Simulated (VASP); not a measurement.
Set up this calculation in VASP 6.6.1, as the native input.

| Item | Value |
| --- | --- |
| Task | single point |
| Functional | r2SCAN |
| Potentials or basis | VASP PAW PBE potentials, release 64 (Pd) |
| Cutoff | 520 eV |
| k mesh | 18 × 18 × 18 |
| Occupations | gaussian, width 0.1 eV |
| Spin | no spin polarisation |
| Dipole correction | no |
| Further INCAR settings | ALGO = Normal; EDIFF = 1e-06; NBANDS = 11 |

Crystal: Pd.

```xyz
1
Lattice="0.0000 1.9537 1.9537 1.9537 0.0000 1.9537 1.9537 1.9537 0.0000" Properties=species:S:1:pos:R:3 pbc="T T T"
Pd    0.0000    0.0000    0.0000
```

These files were run (other wordings do the same):

POSCAR

```
Pd
1.0
    0.0000000000      1.9537284614      1.9537284614
    1.9537284614      0.0000000000      1.9537284614
    1.9537284614      1.9537284614      0.0000000000
Pd
1
Direct
    0.0000000000      0.0000000000      0.0000000000
```

INCAR.step1

```
SYSTEM = Pd
ALGO = Normal
EDIFF = 1E-4
ENCUT = 520
GGA = PE
ISMEAR = 0
LASPH = .True.
LCHARG = .False.
LREAL = .False.
LWAVE = .True.
NBANDS = 11
NELM = 100
PREC = Accurate
SIGMA = 0.1
```

INCAR.step2

```
SYSTEM = Pd
ALGO = Normal
EDIFF = 1E-6
ENCUT = 520
ISIF = 2
ISMEAR = 0
ISTART = 1
LASPH = .True.
LCHARG = .True.
LELF = .True.
LMIXTAU = .True.
LREAL = .False.
LVHAR = .True.
LWAVE = .False.
METAGGA = R2SCAN
NBANDS = 11
NELM = 100
PREC = Accurate
SIGMA = 0.1
```

KPOINTS

```
k-points
0
Gamma
  18 18 18
  0 0 0
```

Potentials or basis: VASP PAW PBE potentials, release 64 (Pd).

Launch:

```console
$ cat potpaw_PBE.64/Pd/POTCAR > POTCAR
$ cp INCAR.step1 INCAR
$ mpirun -np 1 vasp_std > vasp.out
$ cp INCAR.step2 INCAR
$ mpirun -np 1 vasp_std > vasp.out
```

Results of the run:

* Pressure: 0.7 GPa
* Band gap on the k mesh: zero (band 5 reaches 9.73 eV, above the bottom of band 6 at 8.08 eV)

Caveat: the PAW data sets were made with another functional, which shifts forces and pressure a little.

Wall time 40 s on 1 thread of Intel(R) Xeon(R) 6975P-C (Granite Rapids), with other jobs on the host, peak memory 0.16 GiB.
